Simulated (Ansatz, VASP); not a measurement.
**Zn: VASP beside Ansatz**

```
CELL_PARAMETERS angstrom
-1.72176 1.72176 1.30636
1.72176 -1.72176 1.30636
1.72176 1.72176 -1.30636
ATOMIC_POSITIONS crystal
Zn 0.50000 0.50000 0.00000
```

Alike in both runs: functional PBE; k mesh 26 × 26 × 26; occupations gaussian, width 0.1 eV; no spin polarisation.

Ansatz relaxed the structure, and its values are those at the end. VASP's run is a single point on that final structure, the one shown.

|  | VASP | Ansatz |
| --- | --- | --- |
| version | VASP 6.6.1 | Ansatz 0.2.0 |
| potentials or method | VASP PAW PBE potentials, release 64 (Zn), cutoff 520 eV | scalar-relativistic, plane waves, PAW |
| valence electrons in the cell | 12 | 12 |

|  | VASP | Ansatz | Ansatz less VASP |
| --- | --- | --- | --- |
| gap on the k mesh at the Fermi level (eV) | none | none | - |
| pressure (GPa) | 0.5 | 0.0 | -0.48 |

A gap of «none» marks a metal or a gap that the smearing closes.
